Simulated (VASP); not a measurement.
Hf: single point with PBE

Hf:

```
Hf
1.0
     0.00000    3.10040    3.10040
     3.10040    0.00000    3.10040
     3.10040    3.10040    0.00000
Hf
2
Direct
  0.87500 0.87500 0.87500
  0.12500 0.12500 0.12500
```

This cell differs from its parent crystal: volume scaled by 0.85.

```yaml
Program: VASP 6.6.1
Task: single point
Functional: PBE
Potentials_or_basis: VASP PAW PBE potentials, release 64 (Hf_pv)
Cutoff: 520 eV
k_mesh: 12 × 12 × 12
Occupations: fermi-dirac, width 0.1 eV
Spin: no spin polarisation
Dipole_correction: no
Further_INCAR_settings: ALGO = Normal; EDIFF = 1e-07; NBANDS = 17
```

```yaml
Pressure: 5.4 GPa
Band_gap_on_the_k_mesh: zero (band 10 reaches 2.73 eV, above the bottom of band 11 at 2.09 eV)
```

Levels at points of the mesh, in eV from the Fermi level:
| k point | band 7 | band 8 | band 9 | band 10 | band 11 | band 12 | band 13 | band 14 |
| --- | --- | --- | --- | --- | --- | --- | --- | --- |
| (0.00, 0.00, 0.00) | -5.48 | -0.62 | -0.62 | 0.17 | 0.17 | 0.17 | 2.33 | 2.33 |
| (0.50, 0.00, 0.00) | -3.00 | -1.14 | -0.57 | -0.57 | 0.14 | 0.14 | 0.20 | 3.57 |
| (0.50, 0.50, 0.00) | -1.76 | -1.76 | -0.85 | -0.85 | 0.27 | 0.27 | 2.23 | 2.23 |

Run time: 2.2 min on 1 thread of AMD EPYC 7R13, with other jobs on the host, peak memory 0.2 GiB.

Caveat: spin-orbit coupling is left out, which moves the levels of the heavy elements.
